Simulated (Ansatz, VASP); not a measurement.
# One calculation of Ta2Si, two programs

File INCAR:

```
  PREC = Accurate
  ENCUT = 520
  EDIFF = 1E-6
  ISMEAR = 0
  SIGMA = 0.15
  LREAL = F
  LASPH = T
  NELM = 80
  ALGO = Fast
  ISIF = 2
  LWAVE = F
  LCHARG = F
  GGA = PS
  NBANDS = 35
```

File KPOINTS:

```
Automatic mesh
0
Gamma
  12 12 12
```

The input POSCAR:

```
Ta2Si
1.0
   -3.0683767195      3.0683767195      2.3183074125
    3.0683767195     -3.0683767195      2.3183074125
    3.0683767195      3.0683767195     -2.3183074125
Ta Si
4 2
Direct
    0.6630661939      0.8369338061      0.5000000000
    0.8369338061      0.3369338061      0.1738676123
    0.3369338061      0.1630661939      0.5000000000
    0.1630661939      0.6630661939      0.8261323878
    0.2500000000      0.2500000000      0.0000000000
    0.7500000000      0.7500000000      0.0000000000
```

Input for Ansatz:

```yaml
crystal:
  lattice:
    - [-3.0683767195, 3.0683767195, 2.3183074125]
    - [3.0683767195, -3.0683767195, 2.3183074125]
    - [3.0683767195, 3.0683767195, -2.3183074125]
  atoms:
    - { symbol: Ta, position: [0.6630661939, 0.8369338061, 0.5] }
    - { symbol: Ta, position: [0.8369338061, 0.3369338061, 0.1738676123] }
    - { symbol: Ta, position: [0.3369338061, 0.1630661939, 0.5] }
    - { symbol: Ta, position: [0.1630661939, 0.6630661939, 0.8261323878] }
    - { symbol: Si, position: [0.25, 0.25, 0.0] }
    - { symbol: Si, position: [0.75, 0.75, 0.0] }
basis:
  ecutwfc: 420
kpoints:
  mp_grid: { grid: [12, 12, 12] }
hamiltonian:
  xc: pbesol
scf:
  occupations: { method: gaussian, width: 0.15 }
output:
  forces: true
  stress: true
  eigenvalues: true
```

Change from the starting cell: strain +0.000 along x and y, -0.080 along z, atoms carried along.

Alike in both runs: task single point; functional PBEsol; k mesh 12 × 12 × 12; occupations gaussian, width 0.15 eV; no spin polarisation.

|  | VASP | Ansatz |
| --- | --- | --- |
| version | VASP 6.6.1 | Ansatz 0.2.0 |
| potentials or method | VASP PAW PBE potentials, release 64 (Ta_pv, Si), cutoff 520 eV | scalar-relativistic, plane waves, PAW |
| valence electrons in the cell | 52 | 60 |

```tsv
	VASP	Ansatz	Ansatz less VASP
gap on the k mesh at the Fermi level (eV)	none	none	-
pressure (GPa)	23.9	23.5	-0.48
traceless stress, the component that is largest in VASP (GPa)	17.32	17.36	+0.045
rms of the force components (eV/Å)	0.180	0.174	-0.0051
```

VASP's potentials were made for PBE, not for PBEsol. Atom by atom the forces differ by 0.005 eV/Å (rms over components). A gap of «none» marks a metal or a gap that the smearing closes. The functional is the same, so the differences come from potentials, cutoffs and numerics. VASP's potentials hold 52 valence electrons a cell and Ansatz's 60, so a difference there can come from the potentials and not from the codes.

Neither program's run includes spin-orbit coupling.
